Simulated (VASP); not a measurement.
A run of VASP 6.6.1 is set up as follows.

File INCAR:

```
SYSTEM = Ni3AgC
ALGO     = Normal         ! electronic algorithm
EDIFF    = 1E-6           ! SCF threshold, eV
ENCUT    = 520            ! plane-wave cutoff, eV
GGA      = PE             ! functional
ISIF     = 2              ! what is computed and relaxed
ISMEAR   = 0              ! smearing method
ISPIN    = 2              ! spin polarisation
LASPH    = .True.         ! aspherical terms in the spheres
LCHARG   = .False.        ! write CHGCAR
LMAXMIX  = 4              ! l up to which the mixer works
LORBIT   = 11             ! projections on sites
LREAL    = .False.        ! projectors in reciprocal space
LWAVE    = .False.        ! write WAVECAR
MAGMOM   = 0 0 1 1 -1     ! initial moments
NBANDS   = 34             ! bands
NELM     = 150            ! most SCF steps
PREC     = Accurate       ! precision mode
SIGMA    = 0.1            ! smearing width, eV
```

The input KPOINTS:

```
k-points
0
Gamma
  10 10 10
  0 0 0
```

POSCAR

```
Ni3AgC
1.0
    3.8356006073      0.0000000000      0.0000000000
    0.0000000000      3.8356006073      0.0000000000
    0.0000000000      0.0000000000      3.8356006073
Ag C Ni
1 1 3
Direct
    0.0000000000      0.0000000000      0.0000000000
    0.5000000000      0.5000000000      0.5000000000
    0.5000000000      0.5000000000      0.0000000000
    0.5000000000      0.0000000000      0.5000000000
    0.0000000000      0.5000000000      0.5000000000
```

Potentials or basis: VASP PAW PBE potentials, release 64 (Ag, C, Ni).

Run with:

```bash
$ cat potpaw_PBE.64/Ag/POTCAR potpaw_PBE.64/C/POTCAR potpaw_PBE.64/Ni/POTCAR > POTCAR
$ mpirun -np 1 vasp_std > vasp.out
```

Predict the pressure.

0.0 GPa.

Predict the net moment.

0.00 μB per cell.
